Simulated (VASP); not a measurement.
# Si3H2C4 in VASP: single point with LDA

Aim: the single point of Si3H2C4 with LDA.

Everything below comes from runs of VASP 6.6.1. Logs are shortened: lines on timing, memory, paths and dates and some standing lists are left out, and cuts for length are marked.

### Step 1. The cell of the first run

The cell holds a slab with vacuum, 18 atoms: a = 6.122 Å, b = 3.061 Å, c = 19.996 Å, α = 90.00°, β = 90.00°, γ = 90.00°.

### Step 2. Single point, LDA

File INCAR:

```
PREC = Accurate
ENCUT = 520
EDIFF = 1E-6
ISMEAR = 0
SIGMA = 0.05
LREAL = Auto
LASPH = T
NELM = 100
ALGO = Normal
ISIF = 2
LWAVE = F
LCHARG = T
LDIPOL = T
IDIPOL = 3
DIPOL = 0.5 0.5 0.349
LELF = T
LVHAR = T
LVACPOTAV = T
NBANDS = 45
```

File KPOINTS:

```
Automatic mesh
0
Gamma
  4 8 1
```

File POSCAR:

```
Si3H2C4
1.0
    6.1223116280      0.0000000000      0.0000000000
    0.0000000000      3.0611558140      0.0000000000
    0.0000000000      0.0000000000     19.9960979072
C Si H
8 6 4
Direct
    0.5000000000      0.5000000000      0.2326656844
    0.0000000000      0.5000000000      0.2326656844
    0.7500000000      0.0000000000      0.3409150060
    0.2500000000      0.0000000000      0.3409150060
   -0.0124559771      0.5000000000      0.4569009855
    0.5097772837      0.5000000000      0.4372568614
    0.3909871454      0.0000000000      0.5244237357
    0.6019245859      0.0000000000      0.5529292973
    0.2500000000      0.5000000000      0.2867903452
    0.7500000000      0.5000000000      0.2867903452
    0.5028489220      0.0000000000      0.3893576508
   -0.0069633759      0.0000000000      0.3982022800
    0.7115193315      0.5000000000      0.5095326811
    0.2654096999      0.5000000000      0.4943076466
    0.5000000000      0.2236746754      0.1987605550
    0.5000000000      0.7763253246      0.1987605550
    0.0000000000      0.7759774367      0.1986431602
    0.0000000000      0.2240225633      0.1986431602
```

Potentials or basis: VASP PAW LDA potentials, release 64 (C, Si, H).

Started as:

```
cat potpaw_LDA.64/C/POTCAR potpaw_LDA.64/Si/POTCAR potpaw_LDA.64/H/POTCAR > POTCAR
mpirun -np 1 vasp_std > vasp.out
```

OUTCAR:

```text
PREC = Accurate
   ENCUT = 520
   EDIFF = 1E-6
   ISMEAR = 0
   LREAL = Auto
   LASPH = T
   NELM = 100
   ISIF = 2

 ion  position               nearest neighbor table
   1  0.500  0.500  0.233-  15 1.08  16 1.08   9 1.87  10 1.87
   2  0.000  0.500  0.233-  17 1.08  18 1.08   9 1.87  10 1.87
   3  0.750  0.000  0.341-  11 1.80  10 1.87  10 1.87  12 1.88
   4  0.250  0.000  0.341-  11 1.83   9 1.87   9 1.87  12 1.95
   5  0.988  0.500  0.457-  14 1.86  12 1.93  12 1.93  13 1.99
   6  0.510  0.500  0.437-  11 1.81  11 1.81  14 1.88  13 1.90
   7  0.391  0.000  0.524-   8 1.41  14 1.82  14 1.82  13 2.51  13 2.51
   8  0.602  0.000  0.553-   7 1.41  13 1.88  13 1.88
   9  0.250  0.500  0.287-   4 1.87   4 1.87   1 1.87   2 1.87  11 2.99  11 2.99  10 3.06  10 3.06
                            12 3.13  12 3.13
  10  0.750  0.500  0.287-   3 1.87   3 1.87   1 1.87   2 1.87  11 2.97  11 2.97   9 3.06   9 3.06
                            12 3.09  12 3.09
  11  0.503  0.000  0.389-   3 1.80   6 1.81   6 1.81   4 1.83  10 2.97  10 2.97  14 2.98  14 2.98
                             9 2.99   9 2.99  12 3.01  13 3.12  13 3.12  12 3.13
  12  0.993  0.000  0.398-   3 1.88   5 1.93   5 1.93   4 1.95  14 2.97  14 2.97  11 3.01  10 3.09
                            10 3.09  11 3.13   9 3.13   9 3.13
  13  0.712  0.500  0.510-   8 1.88   8 1.88   6 1.90   5 1.99   7 2.51   7 2.51  14 2.75  11 3.12
                            11 3.12
  14  0.265  0.500  0.494-   7 1.82   7 1.82   5 1.86   6 1.88  13 2.75  12 2.97  12 2.97  11 2.98
                            11 2.98
  15  0.500  0.224  0.199-   1 1.08
  16  0.500  0.776  0.199-   1 1.08
  17  0.000  0.776  0.199-   2 1.08
  18  0.000  0.224  0.199-   2 1.08

  LATTYP: Found a simple orthorhombic cell.
 ALAT       =     3.0611558140
 B/A-ratio  =     2.0000000000
 C/A-ratio  =     6.5322051938

  Lattice vectors:

 A1 = (   0.0000000000,  -3.0611558140,   0.0000000000)
 A2 = (   6.1223116280,   0.0000000000,   0.0000000000)
 A3 = (   0.0000000000,   0.0000000000,  19.9960979072)

Analysis of symmetry for initial positions (statically):
=====================================================================
 Subroutine PRICEL returns:
 Original cell was already a primitive cell.

 Routine SETGRP: Setting up the symmetry group for a
 simple orthorhombic supercell.

 Subroutine GETGRP returns: Found  2 space group operations
 (whereof  2 operations were pure point group operations)
 out of a pool of  8 trial point group operations.

The static configuration has the point symmetry C_1h.

Analysis of symmetry for dynamics (positions and initial velocities):
=====================================================================
 Subroutine PRICEL returns:
 Original cell was already a primitive cell.

 Routine SETGRP: Setting up the symmetry group for a
 simple orthorhombic supercell.

 Subroutine GETGRP returns: Found  2 space group operations
 (whereof  2 operations were pure point group operations)
 out of a pool of  8 trial point group operations.

The dynamic configuration has the point symmetry C_1h.

 Subroutine INISYM returns: Found  2 space group operations
 (whereof  2 operations are pure point group operations),
 and found     1 'primitive' translations

----------------------------------------------------------------------------------------

                                     Primitive cell

  volume of cell :     374.7539

  direct lattice vectors                    reciprocal lattice vectors
     6.122311628  0.000000000  0.000000000     0.163336998  0.000000000  0.000000000
     0.000000000  3.061155814  0.000000000     0.000000000  0.326673995  0.000000000
     0.000000000  0.000000000 19.996097907     0.000000000  0.000000000  0.050009757

  length of vectors
     6.122311628  3.061155814 19.996097907     0.163336998  0.326673995  0.050009757

  position of ions in fractional coordinates (direct lattice)
     0.500000000  0.500000000  0.232665684
     0.000000000  0.500000000  0.232665684
     0.750000000  0.000000000  0.340915006
     0.250000000  0.000000000  0.340915006
     0.987544023  0.500000000  0.456900985
     0.509777284  0.500000000  0.437256861
[... 10 lines left out ...]
     0.000000000  0.775977437  0.198643160
     0.000000000  0.224022563  0.198643160

  ion indices of the primitive-cell ions
   primitive index   ion index
                 1           1
                 2           2
[... 31 lines left out ...]

  Length of vectors
     0.040834249  0.040834249  0.050009757

  Shift w.r.t. Gamma in fractional coordinates (k-lattice)
     0.000000000  0.000000000  0.000000000

 Subroutine IBZKPT returns following result:
 ===========================================

 Found     15 irreducible k-points:

 Following reciprocal coordinates:
            Coordinates               Weight
  0.000000  0.000000  0.000000      1.000000
  0.250000  0.000000  0.000000      2.000000
  0.500000  0.000000  0.000000      1.000000
  0.000000  0.125000  0.000000      2.000000
  0.250000  0.125000  0.000000      4.000000
  0.500000  0.125000  0.000000      2.000000
  0.000000  0.250000  0.000000      2.000000
  0.250000  0.250000  0.000000      4.000000
  0.500000  0.250000  0.000000      2.000000
  0.000000  0.375000  0.000000      2.000000
  0.250000  0.375000  0.000000      4.000000
  0.500000  0.375000  0.000000      2.000000
  0.000000  0.500000  0.000000      1.000000
  0.250000  0.500000  0.000000      2.000000
  0.500000  0.500000  0.000000      1.000000
   k-points           NKPTS =     15   k-points in BZ     NKDIM =     15   number of bands    NBANDS=     45
   number of dos      NEDOS =    301   number of ions     NIONS =     18
   total plane-waves  NPLWV = 172800
   dimension x,y,z NGX =    48 NGY =   24 NGZ =  150
   dimension x,y,z NGXF=    96 NGYF=   48 NGZF=  300
   ions per type =               8   6   4
   NGX,Y,Z   is equivalent  to a cutoff of  13.03, 13.03, 12.47 a.u.
   NGXF,Y,Z  is equivalent  to a cutoff of  26.07, 26.07, 24.94 a.u.
 SYSTEM =  unknown system
   PREC   = accura    normal or accurate (medium, high low for compatibility)
   ISTART =      0    job   : 0-new  1-cont  2-samecut
   ICHARG =      2    charge: 1-file 2-atom 10-const
   ISPIN  =      1    spin polarized calculation?
   LNONCOLLINEAR =      F non collinear calculations
   LSORBIT =      F    spin-orbit coupling
   LASPH  =      T    aspherical Exc in radial PAW
   ENCUT  =  520.0 eV  38.22 Ry    6.18 a.u.  11.38  5.69 37.18*2*pi/ulx,y,z
   NELM   =    100;   NELMIN=  2; NELMDL= -5     # of ELM steps
   EDIFF  = 0.1E-05   stopping-criterion for ELM
   LREAL  =      T    real-space projection
   EDIFFG = 0.1E-04   stopping-criterion for IOM
   NSW    =      0    number of steps for IOM
   IBRION =     -1    ionic relax: 0-MD 1-quasi-New 2-CG
   NFREE  =      0    steps in history (QN), initial steepest desc. (CG)
   ISIF   =      2    stress and relaxation
   ISYM   =      2    0-nonsym 1-usesym 2-fastsym
   POTIM  = 0.5000    time-step for ionic-motion
   TEBEG  =    0.0;   TEEND  =   0.0 temperature during run
   PSTRESS=    0.0 pullay stress
   NELECT =      60.0000    total number of electrons
   NUPDOWN=      -1.0000    fix difference up-down
   EMIN   =  10.00;   EMAX   =-10.00  energy-range for DOS
   EFERMI =   0.00;   METHOD = LEGACY
   ISMEAR =     0;   SIGMA  =   0.05  broadening in eV -4-tet -1-fermi 0-gaus
   EFERMI_NEDOS =   21; number of points for ismear=-14 and -15
   IALGO  =     38    algorithm
   IMIX   =      4    mixing-type and parameters
     AMIX     =   0.40;   BMIX     =  1.00
     AMIX_MAG =   1.60;   BMIX_MAG =  1.00
  volume/ion in A,a.u.               =      20.82       140.50
  Fermi-wavevector in a.u.,A,eV,Ry     =   0.888948  1.679869 10.751721  0.790229
  Thomas-Fermi vector in A             =   2.010445
   LORBIT       =      0    0 simple, 1 ext, 2 COOP (PROOUT), +10 PAW based schemes
   GGA     = CA    functional components
   LHFCALC =     F    Hartree Fock is set to
   AEXX    =    0.0000 exact exchange contribution
   IVDW    =     0    specifies the selected vdW correction
   LEPSILON=     F    determine dielectric tensor
   LRPA    =     F    only Hartree local field effects (RPA)
 non-spin polarized calculation
 Gauss-broadening in eV      SIGMA  =   0.05
  energy-cutoff  :      520.00
  volume of cell :      374.75
 maximum number of plane-waves:     10115
 NGX is ok and might be reduce to    48
   NGX = 23   NGY = 11   NGZ = 75

 dipolmoment           0.000000      0.000000     -0.005130 electrons x Angstroem

 number of electron      60.0000002 magnetization

 dipolmoment           0.000000      0.000000      0.169574 electrons x Angstroem

 Free energy of the ion-electron system (eV)
  ---------------------------------------------------
  ext. energy  EPLUGINS =         0.00000000
  ---------------------------------------------------
  free energy    TOTEN  =      -128.47391907 eV

  energy without entropy =     -128.47268469  energy(sigma->0) =     -128.47330188

 E-fermi :   0.8410     XC(G=0):  -5.3416

 val. band max:        0.8110525764   @ k =   0.5000   0.0000   0.0000
 cond. band min:       0.8708705255   @ k =   0.0000   0.5000   0.0000
 fundamental gap:      0.0598179491
 Fermi energy:         0.8409732417

 k-point     1 :       0.0000    0.0000    0.0000
  band No.  band energies     occupation
      1     -16.1139      2.00000
      2     -14.9760      2.00000
      3     -13.5552      2.00000
      4     -12.6399      2.00000
      5     -12.4559      2.00000
      6     -12.3967      2.00000
[... 664 lines left out ...]
     41       5.8863      0.00000
     42       6.6780      0.00000
 [bands above 42 left out]

------------------------ aborting loop because EDIFF is reached ----------------------------------------

  FORCE on cell =-STRESS in cart. coord.  units (eV):
  Direction    XX          YY          ZZ          XY          YZ          ZX
  --------------------------------------------------------------------------------------
  -------------------------------------------------------------------------------------
  Total       -0.8944545     17.3535972      1.9345297      0.0000000      0.0000000      0.0061298
  in kB       -3.8240426     74.1914695      8.2706543      0.0000000      0.0000000      0.0262066
  external PRESSURE =      26.2126938 kB  Pullay stress =       0.0000000 kB

 VOLUME and BASIS-vectors are now :
 -----------------------------------------------------------------------------
  energy-cutoff  :      520.00
  volume of cell :      374.75
      direct lattice vectors                 reciprocal lattice vectors
     6.122311628  0.000000000  0.000000000     0.163336998  0.000000000  0.000000000
     0.000000000  3.061155814  0.000000000     0.000000000  0.326673995  0.000000000
     0.000000000  0.000000000 19.996097907     0.000000000  0.000000000  0.050009757

 POSITION                                       TOTAL-FORCE (eV/Angst)
 -----------------------------------------------------------------------------------
      3.06116      1.53058      4.65241         0.003158      0.000000      0.796204
      0.00000      1.53058      4.65241         0.000615      0.000000      0.569247
      4.59173      0.00000      6.81697         1.202631      0.000000     -1.155061
      1.53058      0.00000      6.81697        -1.207572      0.000000     -0.101325
      6.04605      1.53058      9.13624        -0.006968      0.000000      0.022066
      3.12102      1.53058      8.74343         0.003613      0.000000     -0.014148
[... 10 lines left out ...]
      0.00000      2.37539      3.97209         0.004735      0.035815     -0.032299
      0.00000      0.68577      3.97209         0.004735     -0.035815     -0.032299
 -----------------------------------------------------------------------------------
    total drift:                               -0.000194      0.000000     -0.001211

  FREE ENERGIE OF THE ION-ELECTRON SYSTEM (eV)
  ---------------------------------------------------
  free  energy   TOTEN  =      -128.4739190683 eV

  energy  without entropy=     -128.4726846929  energy(sigma->0) =     -128.47330188

 vacuum level on the upper side and lower side of the slab         5.933         4.296
```

Run time: 5.3 min. Hardware: 1 thread of AMD EPYC 9R45 (Zen 5), shared host; peak memory 0.38 GiB.

What came out:

- Free energy: -128.4739 eV
- Largest force: 4.158 eV/Å
- Band gap on the k mesh: 0.06 eV (least direct gap 0.61 eV)

Forces in eV/Å, atoms in the order of the input:
```
C    0.003  0.000  0.796
C    0.001  0.000  0.569
C    1.203  0.000 -1.155
C   -1.208  0.000 -0.101
C   -0.007  0.000  0.022
C    0.004  0.000 -0.014
C   -0.062  0.000  4.158
C    0.061  0.000 -2.830
Si  -0.532  0.000 -0.633
Si   0.529  0.000 -0.689
Si   0.004  0.000 -0.006
Si   0.000  0.000 -0.003
Si   0.024  0.000 -0.004
Si  -0.023  0.000  0.010
H   -0.003 -0.035 -0.028
H   -0.003  0.035 -0.028
H    0.005  0.036 -0.032
H    0.005 -0.036 -0.032
```

Levels at points of the mesh, in eV from the valence-band top:
```
           k point  band 28  band 29  band 30  band 31  band 32  band 33
(0.00, 0.00, 0.00)    -1.53    -1.36    -0.21     0.55     1.36     2.62
(0.50, 0.00, 0.00)    -1.60    -1.43     0.00     0.61     2.40     2.91
(0.00, 0.50, 0.00)    -2.11    -2.08    -1.69     0.06     1.51     2.53
(0.50, 0.50, 0.00)    -3.05    -2.25    -2.01     0.64     2.36     2.62
```
